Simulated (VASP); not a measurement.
Input of a VASP 6.6.1 run:

INCAR

```
PREC = Accurate
ENCUT = 520
EDIFF = 1E-6
ISMEAR = 0
SIGMA = 0.02
LREAL = False
LASPH = True
NELM = 80
ALGO = Normal
ISIF = 2
LWAVE = False
LCHARG = True
GGA = PS
LELF = True
LVHAR = True
NBANDS = 11
```

KPOINTS

```
regular mesh
0
Gamma
  15 15 15
```

File POSCAR:

```
C
1.0
    1.3151318836      0.6630639621      3.4159892441
   -1.1769265419      0.6555730014      3.3668681903
    0.0626153086     -1.4655372693      3.4225467861
C
2
Direct
    0.1497849379      0.1215037857      0.2338035555
    0.8502150621      0.8784962143      0.7661964445
```

Potentials or basis: VASP PAW PBE potentials, release 64 (C).

Run with:

```console
$ cat potpaw_PBE.64/C/POTCAR > POTCAR
$ mpirun -np 1 vasp_std > vasp.out
```

Question: Estimate the pressure.

Answer: 45.8 GPa.

Question: Predict the band gap on the k mesh.

Answer: Zero (bands 4 and 5 overlap by 1.97 eV).

Forces on the atoms (eV/Å):
```
C    -0.284  22.829  -0.488
C     0.284 -22.829   0.488
```

Caveat: the cell differs from its parent crystal (atoms moved at random and the cell strained at random); the cell stands under pressure; this functional lacks dispersion, which binds the layers, so the pressure and a relaxed spacing across them are unreliable; the PAW data sets were made with another functional, which shifts forces and pressure a little.
